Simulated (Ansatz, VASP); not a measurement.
## Two plane-wave programs on SrO

Contents of POSCAR:

```
SrO
1.0
    4.2700252748      0.0000000000      0.0000000000
   -2.1350126374      3.6979503628      0.0000000000
    0.0000000000      0.0000000000      5.1444569797
Sr O
2 2
Direct
    0.3333333333      0.6666666667      0.2500000000
    0.6666666667      0.3333333333      0.7500000000
    0.6666666667      0.3333333333      0.2500000000
    0.3333333333      0.6666666667      0.7500000000
```

File INCAR.step1:

```
SYSTEM = SrO
PREC = Accurate
ENCUT = 520
ISMEAR = 0
SIGMA = 0.01
LREAL = .FALSE.
LASPH = .TRUE.
NELM = 60
NBANDS = 24
GGA = PE
ALGO = Normal
EDIFF = 1E-4
LWAVE = .TRUE.
LCHARG = .FALSE.
```

File INCAR.step2:

```
SYSTEM = SrO
PREC = Accurate
ENCUT = 520
EDIFF = 1E-6
ISMEAR = 0
SIGMA = 0.01
LREAL = .FALSE.
LASPH = .TRUE.
NELM = 60
ALGO = Normal
ISIF = 2
LWAVE = .FALSE.
LCHARG = .FALSE.
METAGGA = R2SCAN
LMIXTAU = .TRUE.
NBANDS = 24
ISTART = 1
```

Contents of KPOINTS:

```
Automatic mesh
0
G
  12 12 6
  0 0 0
```

Input for Ansatz:

```yaml
crystal:
  lattice:
    - [4.2700252748, 0.0, 0.0]
    - [-2.1350126374, 3.6979503628, 0.0]
    - [0.0, 0.0, 5.1444569797]
  atoms:
    - { symbol: Sr, position: [0.3333333333, 0.6666666667, 0.25] }
    - { symbol: Sr, position: [0.6666666667, 0.3333333333, 0.75] }
    - { symbol: O, position: [0.6666666667, 0.3333333333, 0.25] }
    - { symbol: O, position: [0.3333333333, 0.6666666667, 0.75] }
kpoints:
  mp_grid: { grid: [12, 12, 6] }
  band_path:
    path:
      - [0.0, 0.0, 0.0]
      - [0.5, 0.0, 0.0]
      - [0.3333333333, 0.3333333333, 0.0]
      - [0.0, 0.0, 0.5]
      - [0.5, 0.0, 0.5]
      - [0.3333333333, 0.3333333333, 0.5]
    npoints: 1
hamiltonian:
  xc: r2scan
scf:
  occupations: { method: fixed }
  n_extra_bands: 5
output:
  forces: true
  stress: true
  eigenvalues: true
```

Alike in both runs: task single point; functional r2SCAN; k mesh 12 × 12 × 6; no spin polarisation.

|  | VASP | Ansatz |
| --- | --- | --- |
| version | VASP 6.6.1 | Ansatz 0.2.0 |
| potentials or method | VASP PAW PBE potentials, release 64 (Sr_sv, O) | plane waves, PAW |
| plane-wave cutoff (eV) | 520 | 500 |
| occupations | gaussian, width 0.01 eV | fixed |
| valence electrons in the cell | 32 | 32 |

```tsv
	VASP	Ansatz	Ansatz less VASP
gap on the k mesh at the Fermi level (eV)	3.02	3.03	+0.010
pressure (GPa)	0.5	0.0	-0.47
```

VASP's potentials were made for PBE, not for r2SCAN.
